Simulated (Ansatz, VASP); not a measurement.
**CO2: VASP beside Ansatz**

```
C O
1.0
     4.07018    0.00000    0.00000
    -2.03509    3.52488    0.00000
     0.00000    0.00000    4.61777
C O
3 6
Cartesian
  1.8938 0.0000 1.5393
  -0.9469 1.6401 3.0785
  1.0882 1.8848 0.0000
  1.0212 1.0021 1.0911
  2.6917 0.3834 2.6304
  2.3923 2.1394 4.1696
  0.3572 1.3855 3.5267
  -1.0139 2.5228 1.9874
  0.6567 3.1415 0.4481
```

Alike in both runs: functional PBE; k mesh 6 × 6 × 4; occupations gaussian, width 0.1 eV; no spin polarisation.

Ansatz relaxed the structure, and its values are those at the end. VASP's run is a single point on that final structure, the one shown.

|  | VASP | Ansatz |
| --- | --- | --- |
| version | VASP 6.6.1 | Ansatz 0.2.0 |
| potentials or method | VASP PAW PBE potentials, release 64 (C, O), cutoff 520 eV | scalar-relativistic, plane waves, PAW |
| valence electrons in the cell | 48 | 48 |

|  | VASP | Ansatz | Ansatz less VASP |
| --- | --- | --- | --- |
| gap on the k mesh at the Fermi level (eV) | 6.08 | 6.14 | +0.062 |
| least direct gap on the mesh (eV) | 6.23 | 6.29 | +0.058 |
| pressure (GPa) | 1.3 | 0.0 | -1.31 |
| rms of the force components (eV/Å) | 0.025 | 0.004 | -0.0217 |
